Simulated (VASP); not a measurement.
Cs9Sn8I23 (a cell with a defect): single point with r2SCAN

System: Cs9Sn8I23 (a cell with a defect).

```xyz
40
Lattice="12.3145 0.0000 0.0000 0.0000 12.3145 0.0000 0.0000 0.0000 12.3145" Properties=species:S:1:pos:R:3 pbc="T T T"
Cs    0.2764    0.4237    0.0158
Cs   11.8708   12.1588    6.2681
Cs    0.1512    6.4274   11.7457
Cs   12.1547    5.7753    6.0888
Cs    6.0267    0.8322    0.0531
Cs    6.8897   11.2611    6.1930
Cs    6.0207    6.2066    0.1507
Cs    6.4604    6.1163    6.0872
Cs    4.3451    1.7333    6.1010
Sn    2.8427    3.3586    3.0519
Sn    2.8877    3.4329    9.1137
Sn    3.0998    9.4101    3.0646
Sn    3.1036    9.4908    9.2149
Sn    9.1406    2.9582    3.1305
Sn    9.0723    3.0156    9.2666
Sn    9.3163    9.0984    3.0431
Sn    9.2651    9.1333    9.3140
I     2.7538    3.5817   12.2619
I     3.2237    8.9219   12.3058
I     3.0946   10.2333    6.1514
I     9.3369    3.0849    0.0373
I     8.5802    2.6339    6.2019
I     9.1392    8.7379    0.0132
I     9.6827    8.9887    6.1736
I    12.1626    2.7463    3.6609
I    12.1420    2.8141    9.0559
I     0.0462    9.6359    2.9062
I     0.0240    9.7354    9.4910
I     5.9978    3.4582    3.0152
I     5.9953    3.6012    9.4058
I     6.2198    8.8987    3.2841
I     6.1998    8.8124    9.0355
I     3.2341    0.2297    2.6843
I     3.3444    0.2483    9.6275
I     2.8388    6.3934    3.6554
I     2.6619    6.4537    8.6092
I     8.9081   12.1660    2.9638
I     8.8656   12.1984    9.3875
I     9.4188    6.0027    3.2860
I     9.5168    6.0399    9.0076
```

```
Program                : VASP 6.6.1
Task                   : single point
Functional             : r2SCAN
Potentials or basis    : VASP PAW PBE potentials, release 64 (Cs_sv, Sn_d, I)
Cutoff                 : 440 eV
k mesh                 : 1 × 1 × 1, shifted
Occupations            : fermi-dirac, width 0.05 eV
Spin                   : no spin polarisation
Dipole correction      : no
Further INCAR settings : LREAL = Auto; ALGO = Normal; EDIFF = 1e-06; NBANDS = 203; ISYM = -1
```

```yaml
Pressure: 0.6 GPa
Largest_force: 0.114 eV/Å
```

Forces in eV/Å, atoms in the order of the input:
```
Cs  -0.043 -0.027  0.021
Cs   0.023  0.031  0.006
Cs  -0.047 -0.036  0.089
Cs   0.005  0.012  0.012
Cs   0.026 -0.063 -0.013
Cs  -0.071  0.089 -0.010
Cs   0.021 -0.017 -0.011
Cs  -0.041  0.002  0.035
Cs   0.039  0.001  0.022
Sn  -0.005  0.025  0.084
Sn  -0.034  0.023 -0.100
Sn  -0.016  0.004 -0.002
Sn  -0.009  0.006  0.002
Sn  -0.017  0.010 -0.011
Sn   0.002 -0.004 -0.004
Sn  -0.002  0.002 -0.007
Sn  -0.002  0.000  0.015
I    0.018  0.022  0.020
I    0.013  0.002  0.011
I   -0.034 -0.050  0.001
I    0.039  0.060  0.011
I    0.020  0.000  0.013
I   -0.010  0.033 -0.003
I    0.055 -0.037 -0.011
I   -0.023 -0.049 -0.020
I   -0.007 -0.011 -0.053
I    0.010  0.001 -0.023
I    0.015  0.032  0.005
I    0.023  0.027 -0.036
I    0.018  0.027  0.004
I   -0.005 -0.017 -0.039
I   -0.010 -0.033  0.033
I    0.024 -0.054 -0.038
I    0.020 -0.053  0.030
I   -0.016  0.026  0.012
I    0.021  0.020 -0.039
I   -0.014  0.006 -0.048
I   -0.016 -0.002  0.062
I    0.039 -0.005 -0.036
I   -0.008 -0.006  0.017
```

Stress tensor (GPa, compression positive):
```
 0.66 -0.14 -0.02
-0.14  0.70 -0.03
-0.02 -0.03  0.58
```

Levels at points of the mesh, in eV from the Fermi level:
| k point | band 175 | band 176 | band 177 | band 178 | band 179 | band 180 |
| --- | --- | --- | --- | --- | --- | --- |
| (0.25, 0.25, 0.25) | -2.41 | -2.11 | -0.23 | 0.23 | 0.34 | 0.50 |

Wall time 19 min on 1 thread of Intel(R) Xeon(R) 6975P-C (Granite Rapids) (shared host), peak memory 1.4 GiB.

Caveat: the PAW data sets were made with another functional, which shifts forces and pressure a little; spin-orbit coupling is left out, which moves the levels of the heavy elements.
